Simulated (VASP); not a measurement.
The system is MgO.

```xyz
2
Lattice="0.0000 2.1267 2.1267 2.1267 0.0000 2.1267 2.1267 2.1267 0.0000" Properties=species:S:1:pos:R:3 pbc="T T T"
Mg    0.0000    0.0000    0.0000
O     2.1267    2.1267    2.1267
```

| Item | Value |
| --- | --- |
| Program | VASP 6.6.1 |
| Task | relaxation of cell and atoms |
| Functional | PBE |
| Dispersion | D3(BJ) |
| Potentials or basis | VASP PAW PBE potentials, release 64 (Mg, O) |
| Cutoff | 600 eV |
| k mesh | 10 × 10 × 10 |
| Occupations | gaussian, width 0.02 eV |
| Spin | no spin polarisation |

At the start: pressure -5.8 GPa; volume 9.62 Å³/atom.

Q: Where does the relaxation end?

A: Over 3 steps the energy falls by 6.8 meV/atom and the volume is 9.25 Å³/atom (-3.8 %); space group Fm-3m (No. 225, to 0.05 Å).

Step by step:
```
step  energy change (eV)  largest force (eV/Å)  pressure (GPa)  volume (Å³)
   1              0.0000                0.0000           -5.83        19.24
   2             -0.0122                0.0000            2.07        18.28
   3             -0.0137                0.0000            0.00        18.51
```

Final structure:
```xyz
2
Lattice="0.0000 2.0994 2.0994 2.0994 0.0000 2.0994 2.0994 2.0994 0.0000" Properties=species:S:1:pos:R:3 pbc="T T T"
Mg    0.0000    0.0000    0.0000
O     2.0994    2.0994    2.0994
```
